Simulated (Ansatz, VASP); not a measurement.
Zn in VASP and in Ansatz

Contents of INCAR:

```
PREC = Accurate
ENCUT = 500
EDIFF = 1E-6
ISMEAR = 0
SIGMA = 0.1
LREAL = F
LASPH = T
NELM = 120
ALGO = Normal
ISIF = 2
LWAVE = F
LCHARG = T
GGA = PE
LELF = T
LVHAR = T
NBANDS = 12
GGA_COMPAT = F
```

Contents of KPOINTS:

```
regular mesh
0
Gamma
  8 8 8
```

POSCAR

```
Zn
1.0
    0.0000000000      2.1214304476      2.1214304476
    2.1214304476      0.0000000000      2.1214304476
    2.1214304476      2.1214304476      0.0000000000
Zn
1
Direct
    0.0000000000      0.0000000000      0.0000000000
```

Input for Ansatz:

```yaml
crystal:
  lattice:
    - [0.0, 2.1214304476, 2.1214304476]
    - [2.1214304476, 0.0, 2.1214304476]
    - [2.1214304476, 2.1214304476, 0.0]
  atoms:
    - { symbol: Zn, position: [0.0, 0.0, 0.0] }
basis:
  ecutwfc: 420
kpoints:
  mp_grid: { grid: [8, 8, 8] }
hamiltonian:
  xc: pbe
scf:
  occupations: { method: gaussian, width: 0.1 }
output:
  forces: true
  stress: true
  eigenvalues: true
```

Alike in both runs: task single point; functional PBE; k mesh 8 × 8 × 8; occupations gaussian, width 0.1 eV; no spin polarisation.

```csv
,VASP,Ansatz
version,VASP 6.6.1,Ansatz 0.2.0
potentials or method,"VASP PAW PBE potentials, release 64 (Zn), cutoff 500 eV","scalar-relativistic, plane waves, PAW"
valence electrons in the cell,12,12
```

|  | VASP | Ansatz | Ansatz less VASP |
| --- | --- | --- | --- |
| gap on the k mesh at the Fermi level (eV) | none | none | - |
| pressure (GPa) | -8.4 | -8.5 | -0.09 |

A gap of «none» marks a metal or a gap that the smearing closes.
